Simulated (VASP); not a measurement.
Input of a VASP 6.6.1 run:

Contents of INCAR:

```
PREC     = Accurate       # precision mode
ENCUT    = 520            # plane-wave cutoff, eV
EDIFF    = 1E-6           # SCF threshold, eV
ISMEAR   = -1             # smearing method
SIGMA    = 0.1            # smearing width, eV
LREAL    = False          # projectors in reciprocal space
LASPH    = True           # aspherical terms in the spheres
NELM     = 60             # most SCF steps
ALGO     = Normal         # electronic algorithm
ISIF     = 2              # what is computed and relaxed
LWAVE    = False          # write WAVECAR
LCHARG   = False          # write CHGCAR
GGA      = RP             # functional
NBANDS   = 32             # bands
```

KPOINTS

```
Automatic mesh
0
Gamma
  19 19 5
```

POSCAR

```
Cr
1.0
    2.4144355165      0.0000000000      0.0000000000
   -1.2072177582      2.0909624931      0.0000000000
    0.0000000000      0.0000000000      8.4848402749
Cr
4
Direct
    1.0000000000      1.0000000000      1.0000000000
    0.0000000000      0.0000000000      0.5000000000
    0.3333333333      0.6666666667      0.2500000000
    0.6666666667      0.3333333333      0.7500000000
```

Potentials or basis: VASP PAW PBE potentials, release 64 (Cr_pv).

Command:

```bash
$ cat potpaw_PBE.64/Cr_pv/POTCAR > POTCAR
$ mpirun -np 1 vasp_std > vasp.out
```

Q: Predict the band gap on the k mesh.

A: Zero (band 24 reaches 13.06 eV, above the bottom of band 25 at 11.61 eV).

Q: Predict the pressure.

A: 36.6 GPa.

Stress tensor (GPa, compression positive):
```
37.60  0.00  0.00
 0.00 37.60  0.00
 0.00  0.00 34.54
```

Caveat: the PAW data sets were made with another functional, which shifts forces and pressure a little; the run has no spin polarisation, though such a crystal can be magnetic. Spin polarisation is off, so any magnetic state and its effect on volume and gap are missing.
